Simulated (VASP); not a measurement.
# BAsCl6 (P4/mmm) in VASP: further runs

The runs below take BAsCl6 through single point, relaxation of cell and atoms, with PBEsol.

Program: VASP 6.6.1. These are calculated values, not measurements. Logs are shortened: lines on timing, memory, paths and dates and some standing lists are left out, and cuts for length are marked.

## 1. The cell of the first run

It takes space group P4/mmm (No. 123, tetragonal). Conventional cell: a = 4.339 Å, b = 4.339 Å, c = 8.921 Å, α = 90.00°, β = 90.00°, γ = 90.00°. B (site symmetry 4/mmm) has 12 Cl at 3.07 to 3.51 Å within 4.0 Å. Within 3.6 Å of As (site symmetry 4/mmm) lie 12 Cl at 2.76 to 3.07 Å. Within 4.0 Å of Cl (site symmetry 4/mmm) lie 4 B at 3.07 Å and 8 Cl at 3.51 Å. Cl (site symmetry 4/mmm) has 8 Cl at 2.76 Å and 4 As at 3.07 Å within 3.6 Å. Cl (site symmetry 2mm) has 2 As at 2.76 Å and 9 Cl at 2.76 to 3.51 Å and 2 B at 3.51 Å within 3.6 Å.

## 2. Single point, PBEsol

INCAR

```
ALGO = Normal
EDIFF = 1E-6
ENCUT = 520
GGA = PS
ISIF = 2
ISMEAR = -1
LASPH = T
LCHARG = F
LREAL = F
LWAVE = F
NBANDS = 35
NELM = 100
PREC = Accurate
SIGMA = 0.03
```

KPOINTS

```
k-points
0
Gamma
  4 4 2
```

POSCAR

```
BAsCl6
1.0
    4.3387338544      0.0000000000      0.0000000000
    0.0000000000      4.3387338544      0.0000000000
    0.0000000000      0.0000000000      8.9213864667
B As Cl
1 1 6
Direct
    0.0000000000      0.0000000000      0.0000000000
    0.0000000000      0.0000000000      0.5000000000
    0.5000000000      0.5000000000      0.0000000000
    0.5000000000      0.5000000000      0.5000000000
    0.5000000000      0.0000000000      0.3093752912
    0.5000000000      0.0000000000      0.6906247088
    0.0000000000      0.5000000000      0.3093752912
    0.0000000000      0.5000000000      0.6906247088
```

Potentials or basis: VASP PAW PBE potentials, release 64 (B, As, Cl).

Command:

```
$ cat potpaw_PBE.64/B/POTCAR potpaw_PBE.64/As/POTCAR potpaw_PBE.64/Cl/POTCAR > POTCAR
$ mpirun -np 1 vasp_std > vasp.out
```

OUTCAR:

```text
EDIFF = 1E-6
   ENCUT = 520
   GGA = PS
   ISIF = 2
   ISMEAR = -1
   LASPH = T
   LREAL = F
   NELM = 100
   PREC = Accurate

 ion  position               nearest neighbor table
   1  0.000  0.000  0.000-
   2  0.000  0.000  0.500-   5 2.76   6 2.76   7 2.76   8 2.76   7 2.76   8 2.76   5 2.76   6 2.76

   3  0.500  0.500  0.000-
   4  0.500  0.500  0.500-
   5  0.500  0.000  0.309-   2 2.76   2 2.76
   6  0.500  0.000  0.691-   2 2.76   2 2.76
   7  0.000  0.500  0.309-   2 2.76   2 2.76
   8  0.000  0.500  0.691-   2 2.76   2 2.76

  LATTYP: Found a simple tetragonal cell.
 ALAT       =     4.3387338544
 C/A-ratio  =     2.0562188800

  Lattice vectors:

 A1 = (   4.3387338544,   0.0000000000,   0.0000000000)
 A2 = (   0.0000000000,   4.3387338544,   0.0000000000)
 A3 = (   0.0000000000,   0.0000000000,   8.9213864667)

Analysis of symmetry for initial positions (statically):
=====================================================================
 Subroutine PRICEL returns:
 Original cell was already a primitive cell.

 Routine SETGRP: Setting up the symmetry group for a
 simple tetragonal supercell.

 Subroutine GETGRP returns: Found 16 space group operations
 (whereof 16 operations were pure point group operations)
 out of a pool of 16 trial point group operations.

The static configuration has the point symmetry D_4h.

Analysis of symmetry for dynamics (positions and initial velocities):
=====================================================================
 Subroutine PRICEL returns:
 Original cell was already a primitive cell.

 Routine SETGRP: Setting up the symmetry group for a
 simple tetragonal supercell.

 Subroutine GETGRP returns: Found 16 space group operations
 (whereof 16 operations were pure point group operations)
 out of a pool of 16 trial point group operations.

The dynamic configuration has the point symmetry D_4h.

 Subroutine INISYM returns: Found 16 space group operations
 (whereof 16 operations are pure point group operations),
 and found     1 'primitive' translations

----------------------------------------------------------------------------------------

                                     Primitive cell

  volume of cell :     167.9416

  direct lattice vectors                    reciprocal lattice vectors
     4.338733854  0.000000000  0.000000000     0.230481987  0.000000000  0.000000000
     0.000000000  4.338733854  0.000000000     0.000000000  0.230481987  0.000000000
     0.000000000  0.000000000  8.921386467     0.000000000  0.000000000  0.112090201

  length of vectors
     4.338733854  4.338733854  8.921386467     0.230481987  0.230481987  0.112090201

  position of ions in fractional coordinates (direct lattice)
     0.000000000  0.000000000  0.000000000
     0.000000000  0.000000000  0.500000000
     0.500000000  0.500000000  0.000000000
     0.500000000  0.500000000  0.500000000
     0.500000000  0.000000000  0.309375291
     0.500000000  0.000000000  0.690624709
     0.000000000  0.500000000  0.309375291
     0.000000000  0.500000000  0.690624709

  ion indices of the primitive-cell ions
   primitive index   ion index
                 1           1
                 2           2
                 3           3
                 4           4
                 5           5
                 6           6
                 7           7
                 8           8

----------------------------------------------------------------------------------------

 KPOINTS: k-points

Automatic generation of k-mesh.
 Grid dimensions read from file:
 generate k-points for:    4    4    2

 Generating k-lattice:

  Cartesian coordinates                     Fractional coordinates (reciprocal lattice)
     0.057620497  0.000000000  0.000000000     0.250000000  0.000000000  0.000000000
     0.000000000  0.057620497  0.000000000     0.000000000  0.250000000  0.000000000
     0.000000000  0.000000000  0.056045100     0.000000000  0.000000000  0.500000000

  Length of vectors
     0.057620497  0.057620497  0.056045100

  Shift w.r.t. Gamma in fractional coordinates (k-lattice)
     0.000000000  0.000000000  0.000000000

 Subroutine IBZKPT returns following result:
 ===========================================

 Found     12 irreducible k-points:

 Following reciprocal coordinates:
            Coordinates               Weight
  0.000000  0.000000  0.000000      1.000000
  0.250000  0.000000  0.000000      4.000000
  0.500000  0.000000  0.000000      2.000000
  0.250000  0.250000  0.000000      4.000000
  0.500000  0.250000  0.000000      4.000000
  0.500000  0.500000  0.000000      1.000000
  0.000000  0.000000  0.500000      1.000000
  0.250000  0.000000  0.500000      4.000000
  0.500000  0.000000  0.500000      2.000000
  0.250000  0.250000  0.500000      4.000000
  0.500000  0.250000  0.500000      4.000000
  0.500000  0.500000  0.500000      1.000000
   k-points           NKPTS =     12   k-points in BZ     NKDIM =     12   number of bands    NBANDS=     35
   number of dos      NEDOS =    301   number of ions     NIONS =      8
   total plane-waves  NPLWV =  71680
   dimension x,y,z NGX =    32 NGY =   32 NGZ =   70
   dimension x,y,z NGXF=    64 NGYF=   64 NGZF=  140
   ions per type =               1   1   6
   NGX,Y,Z   is equivalent  to a cutoff of  12.26, 12.26, 13.04 a.u.
   NGXF,Y,Z  is equivalent  to a cutoff of  24.52, 24.52, 26.09 a.u.
 SYSTEM =  unknown system
   PREC   = accura    normal or accurate (medium, high low for compatibility)
   ISTART =      0    job   : 0-new  1-cont  2-samecut
   ICHARG =      2    charge: 1-file 2-atom 10-const
   ISPIN  =      1    spin polarized calculation?
   LNONCOLLINEAR =      F non collinear calculations
   LSORBIT =      F    spin-orbit coupling
   LASPH  =      T    aspherical Exc in radial PAW
   ENCUT  =  520.0 eV  38.22 Ry    6.18 a.u.   8.07  8.07 16.59*2*pi/ulx,y,z
   NELM   =    100;   NELMIN=  2; NELMDL= -5     # of ELM steps
   EDIFF  = 0.1E-05   stopping-criterion for ELM
   LREAL  =      F    real-space projection
   EDIFFG = 0.1E-04   stopping-criterion for IOM
   NSW    =      0    number of steps for IOM
   IBRION =     -1    ionic relax: 0-MD 1-quasi-New 2-CG
   NFREE  =      0    steps in history (QN), initial steepest desc. (CG)
   ISIF   =      2    stress and relaxation
   ISYM   =      2    0-nonsym 1-usesym 2-fastsym
   POTIM  = 0.5000    time-step for ionic-motion
   TEBEG  =    0.0;   TEEND  =   0.0 temperature during run
   PSTRESS=    0.0 pullay stress
   NELECT =      50.0000    total number of electrons
   NUPDOWN=      -1.0000    fix difference up-down
   EMIN   =  10.00;   EMAX   =-10.00  energy-range for DOS
   EFERMI =   0.00;   METHOD = LEGACY
   ISMEAR =    -1;   SIGMA  =   0.03  broadening in eV -4-tet -1-fermi 0-gaus
   EFERMI_NEDOS =   21; number of points for ismear=-14 and -15
   IALGO  =     38    algorithm
   IMIX   =      4    mixing-type and parameters
     AMIX     =   0.40;   BMIX     =  1.00
     AMIX_MAG =   1.60;   BMIX_MAG =  1.00
  volume/ion in A,a.u.               =      20.99       141.67
  Fermi-wavevector in a.u.,A,eV,Ry     =   1.093147  2.065749 16.258569  1.194971
  Thomas-Fermi vector in A             =   2.229427
   LORBIT       =      0    0 simple, 1 ext, 2 COOP (PROOUT), +10 PAW based schemes
   GGA     = PS    functional components
   LHFCALC =     F    Hartree Fock is set to
   AEXX    =    0.0000 exact exchange contribution
   IVDW    =     0    specifies the selected vdW correction
   LEPSILON=     F    determine dielectric tensor
   LRPA    =     F    only Hartree local field effects (RPA)
 non-spin polarized calculation
  energy-cutoff  :      520.00
  volume of cell :      167.94
 maximum number of plane-waves:      4552
   NGX = 17   NGY = 17   NGZ = 33

 number of electron      50.0000016 magnetization

 Free energy of the ion-electron system (eV)
  ---------------------------------------------------
  ext. energy  EPLUGINS =         0.00000000
  ---------------------------------------------------
  free energy    TOTEN  =       -18.06651483 eV

  energy without entropy =      -18.05492060  energy(sigma->0) =      -18.06071771

 E-fermi :   2.2692     XC(G=0):  -9.5309

 val. band max:        2.2665860659   @ k =   0.5000   0.5000   0.5000
 cond. band min:       2.3245427173   @ k =   0.5000   0.2500   0.0000
 fundamental gap:      0.0579566513
 Fermi energy:         2.2691697091

 k-point     1 :       0.0000    0.0000    0.0000
  band No.  band energies     occupation
      1     -14.3935      2.00000
      2     -12.7902      2.00000
      3     -11.4262      2.00000
      4     -11.3199      2.00000
      5     -11.2060      2.00000
      6     -10.6714      2.00000
[... 27 lines left out ...]
     34       9.2448      0.00000
     35      10.1355      0.00000

 k-point     2 :       0.2500    0.0000    0.0000
  band No.  band energies     occupation
      1     -14.0827      2.00000
      2     -12.5710      2.00000
      3     -11.8920      2.00000
      4     -11.4455      2.00000
      5     -11.3036      2.00000
      6     -10.6511      2.00000
[... 27 lines left out ...]
     34      10.8492      0.00000
     35      10.9482      0.00000

 k-point     3 :       0.5000    0.0000    0.0000
  band No.  band energies     occupation
      1     -13.5026      2.00000
      2     -12.6725      2.00000
      3     -12.0311      2.00000
      4     -12.0085      2.00000
      5     -11.2555      2.00000
      6     -10.6135      2.00000
[... 27 lines left out ...]
     34      11.3508      0.00000
     35      12.1622      0.00000
[... 267 lines left out ...]
 k-point    11 :       0.5000    0.2500    0.5000
  band No.  band energies     occupation
      1     -13.2306      2.00000
      2     -12.4972      2.00000
      3     -11.9737      2.00000
      4     -11.9703      2.00000
      5     -11.6121      2.00000
      6     -10.6073      2.00000
[... 27 lines left out ...]
     34      11.7192      0.00000
     35      11.7729      0.00000

 k-point    12 :       0.5000    0.5000    0.5000
  band No.  band energies     occupation
      1     -12.6650      2.00000
      2     -12.2914      2.00000
      3     -12.2914      2.00000
      4     -11.9107      2.00000
      5     -11.9107      2.00000
      6     -10.5920      2.00000
[... 27 lines left out ...]
     34      11.5935      0.00000
     35      12.1040      0.00000

------------------------ aborting loop because EDIFF is reached ----------------------------------------

  FORCE on cell =-STRESS in cart. coord.  units (eV):
  Direction    XX          YY          ZZ          XY          YZ          ZX
  --------------------------------------------------------------------------------------
  -------------------------------------------------------------------------------------
  Total       -0.0413067     -0.0413067     -0.0621117      0.0000000      0.0000000      0.0000000
  in kB       -0.3940690     -0.3940690     -0.5925511      0.0000000      0.0000000      0.0000000
  external PRESSURE =      -0.4602297 kB  Pullay stress =       0.0000000 kB

 VOLUME and BASIS-vectors are now :
 -----------------------------------------------------------------------------
  energy-cutoff  :      520.00
  volume of cell :      167.94
      direct lattice vectors                 reciprocal lattice vectors
     4.338733854  0.000000000  0.000000000     0.230481987  0.000000000  0.000000000
     0.000000000  4.338733854  0.000000000     0.000000000  0.230481987  0.000000000
     0.000000000  0.000000000  8.921386467     0.000000000  0.000000000  0.112090201

 POSITION                                       TOTAL-FORCE (eV/Angst)
 -----------------------------------------------------------------------------------
      0.00000      0.00000      0.00000        -0.000000      0.000000      0.000000
      0.00000      0.00000      4.46069        -0.000000      0.000000      0.000000
      2.16937      2.16937      0.00000        -0.000000      0.000000      0.000000
      2.16937      2.16937      4.46069        -0.000000      0.000000      0.000000
      2.16937      0.00000      2.76006        -0.000000      0.000000     -0.000093
      2.16937      0.00000      6.16133         0.000000      0.000000      0.000093
      0.00000      2.16937      2.76006        -0.000000     -0.000000     -0.000093
      0.00000      2.16937      6.16133        -0.000000      0.000000      0.000093
 -----------------------------------------------------------------------------------
    total drift:                                0.000000     -0.000000     -0.000000

  FREE ENERGIE OF THE ION-ELECTRON SYSTEM (eV)
  ---------------------------------------------------
  free  energy   TOTEN  =       -18.0665148319 eV

  energy  without entropy=      -18.0549205966  energy(sigma->0) =      -18.06071771
```

Wall time 69 s (1 thread of Intel Xeon Platinum 8259CL at 2.50GHz (Skylake/Cascade Lake), shared host); peak memory 0.27 GiB.

What came out:

```yaml
Free_energy: -18.0665 eV
Pressure: 0.0 GPa
Band_gap_on_the_k_mesh: zero (bands 25 and 26 overlap by 0.61 eV)
```

Caveat: the k points lie up to 0.36 Å⁻¹ apart, too coarse for converged energies and pressures of a metal; the PAW data sets were made with another functional, which shifts forces and pressure a little.

[end of part 1 of 2]
